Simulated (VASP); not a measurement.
# C (P6_3/mmc) in VASP: notebook, part 2 of 2

VASP 6.6.1. Earlier steps stand in the parts before.

## (3) Single point, PBE+D3(BJ)

This run uses another cell than the first one, of the same volume but with other edges.

The input, INCAR:

```
  PREC = Accurate
  ENCUT = 520
  EDIFF = 1E-6
  ISMEAR = -1
  SIGMA = 0.15
  LREAL = F
  LASPH = T
  NELM = 80
  ALGO = Normal
  ISIF = 2
  LWAVE = F
  LCHARG = F
  GGA = PE
  IVDW = 12
  NBANDS = 16
```

The input, KPOINTS:

```
regular mesh
0
Gamma
  18 18 6
```

The input, POSCAR:

```
C
1.0
    2.4649796689      0.0000000000      0.0000000000
   -1.2324898345      2.1347350131      0.0000000000
    0.0000000000      0.0000000000      6.7384331569
C
4
Direct
    0.0000000000      0.0000000000      0.0025000000
    0.0000000000      0.0000000000      0.5025000000
    0.3333333333      0.6666666667      0.0025000000
    0.6666666667      0.3333333333      0.5025000000
```

Potentials or basis: VASP PAW PBE potentials, release 64 (C).

Command:

```bash
$ cat potpaw_PBE.64/C/POTCAR > POTCAR
$ mpirun -np 1 vasp_std > vasp.out
```

OUTCAR:

```text
PREC = Accurate
   ENCUT = 520
   EDIFF = 1E-6
   ISMEAR = -1
   LREAL = F
   LASPH = T
   NELM = 80
   ISIF = 2
   GGA = PE
   IVDW = 12
 IVDW          = 12

 ion  position               nearest neighbor table
   1  0.000  0.000  0.002-   3 1.42   3 1.42   3 1.42
   2  0.000  0.000  0.502-   4 1.42   4 1.42   4 1.42
   3  0.333  0.667  0.002-   1 1.42   1 1.42   1 1.42
   4  0.667  0.333  0.502-   2 1.42   2 1.42   2 1.42

  LATTYP: Found a hexagonal cell.
 ALAT       =     2.4649796689
 C/A-ratio  =     2.7336668298

  Lattice vectors:

 A1 = (   2.4649796689,   0.0000000000,   0.0000000000)
 A2 = (  -1.2324898345,   2.1347350131,   0.0000000000)
 A3 = (   0.0000000000,   0.0000000000,   6.7384331569)

Analysis of symmetry for initial positions (statically):
=====================================================================
 Subroutine PRICEL returns:
 Original cell was already a primitive cell.

 Routine SETGRP: Setting up the symmetry group for a
 hexagonal supercell.

 Subroutine GETGRP returns: Found 24 space group operations
 (whereof  6 operations were pure point group operations)
 out of a pool of 24 trial point group operations.

The static configuration has the point symmetry C_3v.
 The point group associated with its full space group is D_6h.

Analysis of symmetry for dynamics (positions and initial velocities):
=====================================================================
 Subroutine PRICEL returns:
 Original cell was already a primitive cell.

 Routine SETGRP: Setting up the symmetry group for a
 hexagonal supercell.

 Subroutine GETGRP returns: Found 24 space group operations
 (whereof  6 operations were pure point group operations)
 out of a pool of 24 trial point group operations.

The dynamic configuration has the point symmetry C_3v.
 The point group associated with its full space group is D_6h.

 Subroutine INISYM returns: Found 24 space group operations
 (whereof  6 operations are pure point group operations),
 and found     1 'primitive' translations

----------------------------------------------------------------------------------------

                                     Primitive cell

  volume of cell :      35.4582

  direct lattice vectors                    reciprocal lattice vectors
     2.464979669  0.000000000  0.000000000     0.405682859  0.234221108  0.000000000
    -1.232489834  2.134735013  0.000000000     0.000000000  0.468442216  0.000000000
     0.000000000  0.000000000  6.738433157     0.000000000  0.000000000  0.148402452

  length of vectors
     2.464979669  2.464979669  6.738433157     0.468442216  0.468442216  0.148402452

  position of ions in fractional coordinates (direct lattice)
     0.000000000  0.000000000  0.002500000
     0.000000000  0.000000000  0.502500000
     0.333333333  0.666666667  0.002500000
     0.666666667  0.333333333  0.502500000

  ion indices of the primitive-cell ions
   primitive index   ion index
                 1           1
                 2           2
                 3           3
                 4           4

----------------------------------------------------------------------------------------

 KPOINTS: regular mesh

Automatic generation of k-mesh.
[... 23 lines left out ...]
  0.000000  0.000000  0.000000      1.000000
  0.055556  0.000000  0.000000      6.000000
  0.111111  0.000000  0.000000      6.000000
  0.166667  0.000000  0.000000      6.000000
  0.222222  0.000000  0.000000      6.000000
  0.277778  0.000000  0.000000      6.000000
[... 16 lines left out ...]
  0.333333  0.111111  0.000000     12.000000
  0.388889  0.111111  0.000000     12.000000
 [... further k-points ...]
   k-points           NKPTS =    148   k-points in BZ     NKDIM =    148   number of bands    NBANDS=     16
   number of dos      NEDOS =    301   number of ions     NIONS =      4
   total plane-waves  NPLWV =  16200
   dimension x,y,z NGX =    18 NGY =   18 NGZ =   50
   dimension x,y,z NGXF=    36 NGYF=   36 NGZF=  100
   ions per type =               4
   NGX,Y,Z   is equivalent  to a cutoff of  12.14, 12.14, 12.34 a.u.
   NGXF,Y,Z  is equivalent  to a cutoff of  24.28, 24.28, 24.67 a.u.
 SYSTEM =  unknown system
   PREC   = accura    normal or accurate (medium, high low for compatibility)
   ISTART =      0    job   : 0-new  1-cont  2-samecut
   ICHARG =      2    charge: 1-file 2-atom 10-const
   ISPIN  =      1    spin polarized calculation?
   LNONCOLLINEAR =      F non collinear calculations
   LSORBIT =      F    spin-orbit coupling
   LASPH  =      T    aspherical Exc in radial PAW
   ENCUT  =  520.0 eV  38.22 Ry    6.18 a.u.   4.58  4.58 12.53*2*pi/ulx,y,z
   NELM   =     80;   NELMIN=  2; NELMDL= -5     # of ELM steps
   EDIFF  = 0.1E-05   stopping-criterion for ELM
   LREAL  =      F    real-space projection
   EDIFFG = 0.1E-04   stopping-criterion for IOM
   NSW    =      0    number of steps for IOM
   IBRION =     -1    ionic relax: 0-MD 1-quasi-New 2-CG
   NFREE  =      0    steps in history (QN), initial steepest desc. (CG)
   ISIF   =      2    stress and relaxation
   ISYM   =      2    0-nonsym 1-usesym 2-fastsym
   POTIM  = 0.5000    time-step for ionic-motion
   TEBEG  =    0.0;   TEEND  =   0.0 temperature during run
   PSTRESS=    0.0 pullay stress
   NELECT =      16.0000    total number of electrons
   NUPDOWN=      -1.0000    fix difference up-down
   EMIN   =  10.00;   EMAX   =-10.00  energy-range for DOS
   EFERMI =   0.00;   METHOD = LEGACY
   ISMEAR =    -1;   SIGMA  =   0.15  broadening in eV -4-tet -1-fermi 0-gaus
   EFERMI_NEDOS =   21; number of points for ismear=-14 and -15
   IALGO  =     38    algorithm
   IMIX   =      4    mixing-type and parameters
     AMIX     =   0.40;   BMIX     =  1.00
     AMIX_MAG =   1.60;   BMIX_MAG =  1.00
  volume/ion in A,a.u.               =       8.86        59.82
  Fermi-wavevector in a.u.,A,eV,Ry     =   1.255672  2.372875 21.452458  1.576711
  Thomas-Fermi vector in A             =   2.389417
   LORBIT       =      0    0 simple, 1 ext, 2 COOP (PROOUT), +10 PAW based schemes
   GGA     = PE    functional components
   LHFCALC =     F    Hartree Fock is set to
   AEXX    =    0.0000 exact exchange contribution
   IVDW    =    12    specifies the selected vdW correction
   LEPSILON=     F    determine dielectric tensor
   LRPA    =     F    only Hartree local field effects (RPA)
 non-spin polarized calculation
  energy-cutoff  :      520.00
  volume of cell :       35.46
 maximum number of plane-waves:       979
   NGX =  9   NGY =  9   NGZ = 25

 number of electron      15.9999995 magnetization

 Free energy of the ion-electron system (eV)
  ---------------------------------------------------
  ext. energy  EPLUGINS =         0.00000000
  ---------------------------------------------------
  free energy    TOTEN  =       -36.84974167 eV

  energy without entropy =      -36.84454628  energy(sigma->0) =      -36.84714397

 E-fermi :   4.6482     XC(G=0): -10.2945

 val. band max:        4.6449243151   @ k =   0.3333   0.3333   0.3333
 cond. band min:       4.6529274885   @ k =   0.3333   0.3333   0.5000
 fundamental gap:      0.0080031734
 Fermi energy:         4.6482111028

 k-point     1 :       0.0000    0.0000    0.0000
  band No.  band energies     occupation
      1     -15.0069      2.00000
      2     -14.7164      2.00000
      3      -3.8548      2.00000
      4      -1.9297      2.00000
      5       1.6231      2.00000
      6       1.6231      2.00000
[... 433 lines left out ...]
      3      -7.6198      2.00000
      4      -7.4643      2.00000
      5      -2.6092      2.00000
      6      -2.5354      2.00000
[... 8 lines left out ...]
     15      17.8052      0.00000
     16      18.7698      0.00000

 [... further k-points ...]

------------------------ aborting loop because EDIFF is reached ----------------------------------------

 Edisp (eV)   -0.62221

 E8    (eV) :    -0.1762

  FORCE on cell =-STRESS in cart. coord.  units (eV):
  Direction    XX          YY          ZZ          XY          YZ          ZX
  --------------------------------------------------------------------------------------
  -------------------------------------------------------------------------------------
  Total       0.15784     0.15784    -0.02180    -0.00000     0.00000     0.00000
  in kB       7.13207     7.13207    -0.98486    -0.00000     0.00000     0.00000
  external pressure =        4.43 kB  Pullay stress =        0.00 kB

 VOLUME and BASIS-vectors are now :
 -----------------------------------------------------------------------------
  energy-cutoff  :      520.00
  volume of cell :       35.46
      direct lattice vectors                 reciprocal lattice vectors
     2.464979669  0.000000000  0.000000000     0.405682859  0.234221108  0.000000000
    -1.232489834  2.134735013  0.000000000     0.000000000  0.468442216  0.000000000
     0.000000000  0.000000000  6.738433157     0.000000000  0.000000000  0.148402452

 POSITION                                       TOTAL-FORCE (eV/Angst)
 -----------------------------------------------------------------------------------
      0.00000      0.00000      0.01685        -0.000000      0.000000      0.000000
      0.00000      0.00000      3.38606        -0.000000     -0.000000     -0.000000
     -0.00000      1.42316      0.01685        -0.000000     -0.000000      0.000000
      1.23249      0.71158      3.38606         0.000000      0.000000     -0.000000
 -----------------------------------------------------------------------------------
    total drift:                               -0.000000     -0.000000     -0.000010

  FREE ENERGIE OF THE ION-ELECTRON SYSTEM (eV)
  ---------------------------------------------------
  free  energy   TOTEN  =       -37.4719493998 eV

  energy  without entropy=      -37.4667540097  energy(sigma->0) =      -37.46935170
```

OSZICAR:

```text
N       E                     dE             d eps       ncg     rms          rms(c)
DAV:   1     0.314299036466E+02    0.31430E+02   -0.78863E+03  4744   0.931E+02
DAV:   2    -0.364853083827E+02   -0.67915E+02   -0.62131E+02  6744   0.186E+02
DAV:   3    -0.391938823153E+02   -0.27086E+01   -0.26950E+01  6120   0.340E+01
DAV:   4    -0.392166030628E+02   -0.22721E-01   -0.22705E-01  6088   0.372E+00
DAV:   5    -0.392169669765E+02   -0.36391E-03   -0.36389E-03  5952   0.445E-01    0.893E+00
DAV:   6    -0.374120048410E+02    0.18050E+01   -0.11936E+00  5648   0.696E+00    0.522E+00
DAV:   7    -0.368416756552E+02    0.57033E+00   -0.14769E+00  5816   0.784E+00    0.148E+00
DAV:   8    -0.368509371987E+02   -0.92615E-02   -0.72782E-02  5640   0.161E+00    0.348E-01
DAV:   9    -0.368495514994E+02    0.13857E-02   -0.20773E-03  6016   0.320E-01    0.973E-02
DAV:  10    -0.368497502932E+02   -0.19879E-03   -0.59357E-04  5256   0.158E-01    0.729E-02
DAV:  11    -0.368497410635E+02    0.92296E-05   -0.30097E-05  6104   0.372E-02    0.587E-03
DAV:  12    -0.368497416693E+02   -0.60579E-06   -0.12201E-06  5240   0.772E-03
   1 F= -.37471949E+02 E0= -.37469352E+02  d E =-.519539E-02
```

Wall time 54 s (1 thread of Intel Xeon Platinum 8488C (Sapphire Rapids), shared host); peak memory 0.19 GiB.

Results:

```
Free energy                : -37.4719 eV
Pressure                   : 0.4 GPa
Band gap on the k mesh     : zero (bands 8 and 9 overlap by 0.02 eV)
Dispersion energy per atom : -0.156 eV
```

Stress tensor (GPa, compression positive):
```
 0.71  0.00  0.00
 0.00  0.71  0.00
 0.00  0.00 -0.10
```

## (4) Relaxation of cell and atoms, PBE+D3(BJ)

This run uses another cell than the first one, of the same volume but with other edges.

The input, INCAR:

```
ALGO = Normal ; EDIFF = 1E-7
EDIFFG = -0.001 ; ENCUT = 600
GGA = PE ; IBRION = 2
ISIF = 3 ; ISMEAR = -1
IVDW = 12 ; LASPH = True
LCHARG = False ; LREAL = False
LWAVE = False ; NELM = 80
NSW = 80 ; PREC = Accurate
SIGMA = 0.15
```

The input, KPOINTS:

```
k-points
0
Gamma
  18 18 6
```

The input, POSCAR:

```
C
1.0
    2.4649796689      0.0000000000      0.0000000000
   -1.2324898345      2.1347350131      0.0000000000
    0.0000000000      0.0000000000      6.7384331569
C
4
Direct
    0.0000000000      0.0000000000      0.0025000175
    0.0000000000      0.0000000000      0.5025000175
    0.3333333333      0.6666666667      0.0024999825
    0.6666666667      0.3333333333      0.5024999825
```

Potentials or basis: VASP PAW PBE potentials, release 64 (C).

Command:

```bash
$ cat potpaw_PBE.64/C/POTCAR > POTCAR
$ mpirun -np 1 vasp_std > vasp.out
```

OUTCAR:

```text
EDIFF = 1E-7
   EDIFFG = -0.001
   ENCUT = 600
   GGA = PE
   IBRION = 2
   ISIF = 3
   ISMEAR = -1
   IVDW = 12
   LASPH = True
   LREAL = False
   NELM = 80
   NSW = 80
   PREC = Accurate
 IVDW          = 12

 ion  position               nearest neighbor table
   1  0.000  0.000  0.003-   3 1.42   3 1.42   3 1.42
   2  0.000  0.000  0.503-   4 1.42   4 1.42   4 1.42
   3  0.333  0.667  0.002-   1 1.42   1 1.42   1 1.42
   4  0.667  0.333  0.502-   2 1.42   2 1.42   2 1.42

  LATTYP: Found a hexagonal cell.
 ALAT       =     2.4649796689
 C/A-ratio  =     2.7336668298

  Lattice vectors:

 A1 = (   2.4649796689,   0.0000000000,   0.0000000000)
 A2 = (  -1.2324898345,   2.1347350131,   0.0000000000)
 A3 = (   0.0000000000,   0.0000000000,   6.7384331569)

Analysis of symmetry for initial positions (statically):
=====================================================================
 Subroutine PRICEL returns:
 Original cell was already a primitive cell.

 Routine SETGRP: Setting up the symmetry group for a
 hexagonal supercell.

 Subroutine GETGRP returns: Found 24 space group operations
 (whereof  6 operations were pure point group operations)
 out of a pool of 24 trial point group operations.

The static configuration has the point symmetry C_3v.
 The point group associated with its full space group is D_6h.

Analysis of symmetry for dynamics (positions and initial velocities):
=====================================================================
[... 162 lines left out ...]
  free energy    TOTEN  =       -36.85924238 eV

  energy without entropy =      -36.85404700  energy(sigma->0) =      -36.85664469

------------------------ aborting loop because EDIFF is reached ----------------------------------------

 Edisp (eV)   -0.62221

 E8    (eV) :    -0.1762
[... 327 lines left out ...]
--------------------------------------- Ionic step        9  -------------------------------------------

 number of electron      16.0000000 magnetization

 Free energy of the ion-electron system (eV)
  ---------------------------------------------------
  ext. energy  EPLUGINS =         0.00000000
  ---------------------------------------------------
  free energy    TOTEN  =       -36.85255866 eV

  energy without entropy =      -36.84734274  energy(sigma->0) =      -36.84995070

 E-fermi :   4.7278     XC(G=0): -10.3585

 val. band max:        4.7239102675   @ k =   0.3333   0.3333   0.3333
 cond. band min:       4.7328320629   @ k =   0.3333   0.3333   0.5000
 fundamental gap:      0.0089217955
 Fermi energy:         4.7277982228

 k-point     1 :       0.0000    0.0000    0.0000
  band No.  band energies     occupation
      1     -14.9342      2.00000
      2     -14.6220      2.00000
      3      -3.8129      2.00000
      4      -1.7937      2.00000
      5       1.7030      2.00000
      6       1.7030      2.00000
      7       1.7225      2.00000
      8       1.7225      2.00000
      9       9.0537      0.00000
     10      13.0400      0.00000
     11      13.0400      0.00000
     12      13.0944      0.00000
[... 331 lines left out ...]
 k-point    24 :       0.3889    0.1111    0.0000
  band No.  band energies     occupation
      1     -10.1994      2.00000
      2      -9.9834      2.00000
      3      -7.5449      2.00000
      4      -7.3766      2.00000
      5      -2.5310      2.00000
      6      -2.4506      2.00000
      7       1.6000      2.00000
      8       2.7679      2.00000
      9       6.5458      0.00001
     10       7.3610      0.00000
     11      13.1730      0.00000
     12      13.6157      0.00000

 [... further k-points ...]

------------------------ aborting loop because EDIFF is reached ----------------------------------------

 Edisp (eV)   -0.62923

 E8    (eV) :    -0.1784
[... 27 lines left out ...]
  FREE ENERGIE OF THE ION-ELECTRON SYSTEM (eV)
  ---------------------------------------------------
  free  energy   TOTEN  =       -37.4817879042 eV

  energy  without entropy=      -37.4765719849  energy(sigma->0) =      -37.47917994

 reached required accuracy - stopping structural energy minimisation
```

It took 4.2 min on 1 thread of Intel Xeon Platinum 8488C (Sapphire Rapids), shared host; peak memory 0.21 GiB.

What came out:

- Free energy: -37.4818 eV
- Relaxed volume: 8.78 Å³/atom
- Relaxed cell: a = 2.465 Å, b = 2.465 Å, c = 6.675 Å, α = 90.00°, β = 90.00°, γ = 120.00°
- Space group after relaxing (to 0.1 Å): P6_3/mmc (No. 194)
- Energy gained by relaxing: 0.1 meV/atom
- Ionic steps: 9
- Pressure after relaxing: 0.0 GPa
- Band gap on the k mesh: zero (bands 8 and 9 overlap by 0.03 eV)
- Dispersion energy per atom: -0.157 eV

The path:
| step | energy change (eV) | largest force (eV/Å) | pressure (GPa) | volume (Å³) |
| --- | --- | --- | --- | --- |
| 1 | 0.0000 | 0.0000 | 0.02 | 35.46 |
| 2 | 0.0000 | 0.0000 | -0.41 | 35.46 |
| 3 | 0.0000 | 0.0000 | -0.25 | 35.46 |
| 4 | -0.0001 | 0.0000 | -0.23 | 35.44 |
| 5 | -0.0002 | 0.0000 | -0.15 | 35.36 |
| 6 | -0.0003 | 0.0000 | 0.01 | 35.21 |
| 7 | -0.0003 | 0.0000 | 0.08 | 35.14 |
| 8 | -0.0003 | 0.0000 | -0.26 | 35.13 |
| 9 | -0.0003 | 0.0000 | 0.00 | 35.13 |

Final structure:
```
C
1.0
     2.46525    0.00000    0.00000
    -1.23263    2.13497    0.00000
     0.00000    0.00000    6.67517
C
4
Direct
  0.00000 0.00000 0.00250
  0.00000 0.00000 0.50250
  0.33333 0.66667 0.00250
  0.66667 0.33333 0.50250
```

Levels at points of the mesh, in eV from the Fermi level:
| k point | band 6 | band 7 | band 8 | band 9 | band 10 | band 11 |
| --- | --- | --- | --- | --- | --- | --- |
| (0.00, 0.00, 0.00) | -3.02 | -3.01 | -3.01 | 4.33 | 8.31 | 8.31 |
| (0.50, 0.00, 0.00) | -6.37 | -2.79 | -2.08 | 1.51 | 2.19 | 7.19 |
| (0.00, 0.00, 0.50) | -3.02 | -3.02 | -3.02 | 7.01 | 7.01 | 8.34 |
| (0.50, 0.00, 0.50) | -6.40 | -2.36 | -2.36 | 1.65 | 1.65 | 7.39 |

## (5) Overview

| task | cell | k mesh | cutoff (eV) | smearing | gap on the mesh (eV) | pressure (GPa) |
| --- | --- | --- | --- | --- | --- | --- |
| single point | a = 2.465, b = 7.175 Å, angles 80.1, 60.0, 99.9°, 4 atoms, atomic positions A | 14 × 5 × 17 | 520 | gaussian 0.1 eV | - | 0.4 |
| single point | a = 2.465, b = 2.465, c = 6.738 Å, angles 90.0, 90.0, 120.0°, 4 atoms, atomic positions B | 18 × 18 × 6 | 520 | fermi-dirac 0.15 eV | none | 0.4 |
| relaxation of cell and atoms | relaxed from a = 2.465, b = 2.465, c = 6.738 Å, angles 90.0, 90.0, 120.0°, 4 atoms, atomic positions B | 18 × 18 × 6 | 600 | fermi-dirac 0.15 eV | none | 0.0 |

Alike in all rows: level PBE+D3(BJ); potentials or basis VASP PAW PBE potentials, release 64 (C); no spin polarisation.

Absolute energies hang on the potentials; compare differences alone.
